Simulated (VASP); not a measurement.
C, 2 atoms in the cell. It takes space group Fd-3m (No. 227, cubic). The conventional cell has a = 3.454 Å, b = 3.454 Å, c = 3.454 Å, α = 90.00°, β = 90.00°, γ = 90.00°. Within 2.0 Å of C (site symmetry -43m) lie 4 C at 1.50 Å. 

- Program: VASP 6.6.1
- Task: single point
- Functional: LDA
- Potentials or basis: VASP PAW LDA potentials, release 64 (C)
- Cutoff: 600 eV
- k mesh: 12 × 12 × 12
- Occupations: gaussian, width 0.01 eV
- Spin: no spin polarisation
- Dipole correction: no
- Further INCAR settings: ALGO = Normal; EDIFF = 1e-06; NBANDS = 11

Potentials or basis: VASP PAW LDA potentials, release 64 (C).

Command:

```console
$ cat potpaw_LDA.64/C/POTCAR > POTCAR
$ mpirun -np 1 vasp_std > vasp.out
```

Hardware: 1 thread of AMD EPYC 7R13 Processor (Zen 3) (shared host).

Question: How long does it take, and how much memory?

Answer: It took 5.6 s on 1 thread of AMD EPYC 7R13 Processor (Zen 3), on a shared host, peak memory 0.08 GiB. Counts: scf iterations 11, k points 72.
